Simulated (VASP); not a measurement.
Runs of VASP 6.6.1 on CdS. The structure is cubic, space group Pm-3m (No. 221). Conventional cell: a = 3.387 Å, b = 3.387 Å, c = 3.387 Å, α = 90.00°, β = 90.00°, γ = 90.00°. Within 3.9 Å of Cd (site symmetry m-3m) lie 8 S at 2.93 Å and 6 Cd at 3.39 Å. Within 3.9 Å of S (site symmetry m-3m) lie 8 Cd at 2.93 Å and 6 S at 3.39 Å. 

```tsv
level	share of exact exchange	screening parameter	gap on the mesh (eV)	pressure (GPa)
HSE06	0.25	0.2079 1/Å	none	(a)
PBE-based screened hybrid with 30 % exact exchange	0.3	0.5 1/Å	none	1.4
PBE-based screened hybrid with 20 % exact exchange	0.2	0.3 1/Å	none	1.4
PBE-based screened hybrid with 15 % exact exchange	0.15	0.3 1/Å	none	1.5
PBE-based screened hybrid with 50 % exact exchange	0.5	0.5 1/Å	none	0.7
```

Alike in all rows: task single point; potentials or basis VASP PAW PBE potentials, release 64 (Cd, S); no spin polarisation; cell as given; k mesh 4 × 4 × 4; cutoff (eV) 520; smearing fermi-dirac 0.02 eV.

Task: Estimate the missing entries.

Result: (a) 0.9.

Caveats: all runs use coarse meshes; the structure was generated, so it needn't be the stable form of CdS; the PAW data sets were made with another functional, which shifts forces and pressure a little.

A k mesh can miss the band edges, and the runs leave out spin-orbit coupling on Cd.

A gap of «none» marks levels without a gap at the run's occupations.
